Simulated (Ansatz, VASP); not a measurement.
**One calculation of Ge, two programs**

File INCAR:

```
SYSTEM = Ge
PREC = Accurate
ENCUT = 520
EDIFF = 1E-7
ISMEAR = 0
SIGMA = 0.15
LREAL = .FALSE.
LASPH = .TRUE.
NELM = 60
ALGO = Normal
ISIF = 2
LWAVE = .FALSE.
LCHARG = .FALSE.
GGA = PS
NBANDS = 36
```

File KPOINTS:

```
Automatic mesh
0
G
  12 12 8
  0 0 0
```

File POSCAR:

```
Ge
1.0
    4.1168768976      0.0000000000      0.0000000000
   -2.0584384488      3.4614757064      0.0000000000
    0.0000000000      0.0000000000      6.5963651449
Ge
4
Direct
    0.6666666667      0.3333333333      0.0629118567
    0.3333333333      0.6666666667      0.5629118567
    0.6666666667      0.3333333333      0.4370881433
    0.3333333333      0.6666666667      0.9370881433
```

Input for Ansatz:

```yaml
crystal:
  lattice:
    - [4.1168768976, 0.0, 0.0]
    - [-2.0584384488, 3.4614757064, 0.0]
    - [0.0, 0.0, 6.5963651449]
  atoms:
    - { symbol: Ge, position: [0.6666666667, 0.3333333333, 0.0629118567] }
    - { symbol: Ge, position: [0.3333333333, 0.6666666667, 0.5629118567] }
    - { symbol: Ge, position: [0.6666666667, 0.3333333333, 0.4370881433] }
    - { symbol: Ge, position: [0.3333333333, 0.6666666667, 0.9370881433] }
basis:
  ecutwfc: 420
kpoints:
  mp_grid: { grid: [12, 12, 8] }
hamiltonian:
  xc: pbesol
scf:
  occupations: { method: gaussian, width: 0.15 }
output:
  forces: true
  stress: true
  eigenvalues: true
```

Change from the starting cell: strain +0.0300 x Voigt [1, 0, 0, 0, 0, 0], atoms carried along.

Alike in both runs: task single point; functional PBEsol; k mesh 12 × 12 × 8; occupations gaussian, width 0.15 eV; no spin polarisation.

|  | VASP | Ansatz |
| --- | --- | --- |
| version | VASP 6.6.1 | Ansatz 0.2.0 |
| potentials or method | VASP PAW PBE potentials, release 64 (Ge_d), cutoff 520 eV | scalar-relativistic, plane waves, PAW |
| valence electrons in the cell | 56 | 56 |

VASP gave:

* gap on the k mesh at the Fermi level (eV): none
* pressure (GPa): -1.9
* traceless stress, the component that is largest in VASP (GPa): -2.60
* rms of the force components (eV/Å): 0.136

Estimate Ansatz's values.

gap on the k mesh at the Fermi level (eV): none; pressure (GPa): -1.8; traceless stress, the component that is largest in VASP (GPa): -2.60; rms of the force components (eV/Å): 0.137.

VASP's potentials were made for PBE, not for PBEsol. Atom by atom the forces differ by 0.001 eV/Å (rms over components). A gap of «none» marks a metal or a gap that the smearing closes. With one functional, cell and mesh, what is left measures potentials, basis and numerics.
